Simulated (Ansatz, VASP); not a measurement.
## SiC: VASP beside Ansatz

File INCAR:

```
SYSTEM = SiC
PREC     = Accurate       ! precision mode
ENCUT    = 520            ! plane-wave cutoff, eV
EDIFF    = 1E-6           ! SCF threshold, eV
ISMEAR   = 0              ! smearing method
SIGMA    = 0.05           ! smearing width, eV
LREAL    = .False.        ! projectors in reciprocal space
LASPH    = .True.         ! aspherical terms in the spheres
NELM     = 100            ! most SCF steps
ALGO     = Normal         ! electronic algorithm
ISIF     = 2              ! what is computed and relaxed
LWAVE    = .False.        ! write WAVECAR
LCHARG   = .True.         ! write CHGCAR
GGA      = PE             ! functional
LELF     = .True.         ! ELF
LVHAR    = .True.       
NBANDS   = 36             ! bands
```

Contents of KPOINTS:

```
regular mesh
0
Gamma
  12 12 2
  0 0 0
```

POSCAR

```
SiC
1.0
    3.0175641559      0.0000000000      0.0000000000
   -1.5087820780      2.6132872166      0.0000000000
    0.0000000000      0.0000000000     14.8066590531
Si C
6 6
Direct
    0.0000000000      0.0000000000      0.1250399589
    0.0000000000      0.0000000000      0.6250399589
    0.3333333333      0.6666666667      0.2918172939
    0.6666666667      0.3333333333      0.7918172939
    0.3333333333      0.6666666667      0.9583095749
    0.6666666667      0.3333333333      0.4583095749
    0.0000000000      0.0000000000      0.9996884429
    0.0000000000      0.0000000000      0.4996884429
    0.3333333333      0.6666666667      0.1668295365
    0.6666666667      0.3333333333      0.6668295365
    0.3333333333      0.6666666667      0.8333151928
    0.6666666667      0.3333333333      0.3333151928
```

Input for Ansatz:

```yaml
crystal:
  lattice:
    - [3.0175641559, 0.0, 0.0]
    - [-1.508782078, 2.6132872166, 0.0]
    - [0.0, 0.0, 14.8066590531]
  atoms:
    - { symbol: Si, position: [0.0, 0.0, 0.1250399589] }
    - { symbol: Si, position: [0.0, 0.0, 0.6250399589] }
    - { symbol: Si, position: [0.3333333333, 0.6666666667, 0.2918172939] }
    - { symbol: Si, position: [0.6666666667, 0.3333333333, 0.7918172939] }
    - { symbol: Si, position: [0.3333333333, 0.6666666667, 0.9583095749] }
    - { symbol: Si, position: [0.6666666667, 0.3333333333, 0.4583095749] }
    - { symbol: C, position: [0.0, 0.0, 0.9996884429] }
    - { symbol: C, position: [0.0, 0.0, 0.4996884429] }
    - { symbol: C, position: [0.3333333333, 0.6666666667, 0.1668295365] }
    - { symbol: C, position: [0.6666666667, 0.3333333333, 0.6668295365] }
    - { symbol: C, position: [0.3333333333, 0.6666666667, 0.8333151928] }
    - { symbol: C, position: [0.6666666667, 0.3333333333, 0.3333151928] }
basis:
  ecutwfc: 520.0
kpoints:
  mp_grid: { grid: [12, 12, 2] }
hamiltonian:
  xc: pbe
  pseudopotentials: { kind: paw, azcp: { folder: soft_1 } }
scf:
  occupations: { method: gaussian, width: 0.05 }
output:
  forces: true
  stress: true
  eigenvalues: true
```

Change from the starting cell: mode 32 frozen in at +0.000 Å, equal normal strain along x, y and z -0.0250.

Alike in both runs: task single point; functional PBE; k mesh 12 × 12 × 2; occupations gaussian, width 0.05 eV; no spin polarisation.

```csv
,VASP,Ansatz
version,VASP 6.6.1,Ansatz 0.2.0
potentials or method,"VASP PAW PBE potentials, release 64 (Si, C), cutoff 520 eV","scalar-relativistic, plane waves, PAW"
valence electrons in the cell,48,48
```

|  | VASP | Ansatz | Ansatz less VASP |
| --- | --- | --- | --- |
| gap on the k mesh at the Fermi level (eV) | 2.01 | 2.01 | +0.003 |
| least direct gap on the mesh (eV) | 3.12 | 3.13 | +0.006 |
| pressure (GPa) | 18.7 | 18.8 | +0.12 |
| traceless stress, the component that is largest in VASP (GPa) | -0.12 | -0.12 | -0.004 |
| rms of the force components (eV/Å) | 0.006 | 0.007 | +0.0004 |

Atom by atom the forces differ by 0.000 eV/Å (rms over components).
